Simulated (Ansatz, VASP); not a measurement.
**One calculation of Bi, two programs**

```xyz
2
Lattice="4.5238 0.0000 0.0000 -2.2619 3.9177 0.0000 0.0000 0.0000 11.7894" Properties=species:S:1:pos:R:3 pbc="T T T"
Bi    0.0000    2.6118    2.9474
Bi    2.2619    1.3059    8.8421
```

Change from the starting cell: volume scaled by 0.99.

Alike in both runs: task single point; functional PBEsol; k mesh 9 × 9 × 3; occupations fermi-dirac, width 0.03 eV; no spin polarisation.

|  | VASP | Ansatz |
| --- | --- | --- |
| version | VASP 6.6.1 | Ansatz 0.2.0 |
| potentials or method | VASP PAW PBE potentials, release 64 (Bi_d), cutoff 520 eV | all-electron LAPW, scalar-relativistic |

VASP gave:

- pressure (GPa): -3.6
- traceless stress, the component that is largest in VASP (GPa): 3.21

Problem. What did Ansatz give for the same quantities?

Solution. Pressure (GPa): -3.6; traceless stress, the component that is largest in VASP (GPa): 3.20.

VASP's potentials were made for PBE, not for PBEsol. Ansatz ran all-electron here, and VASP with PAW potentials.

Neither program's run includes spin-orbit coupling.
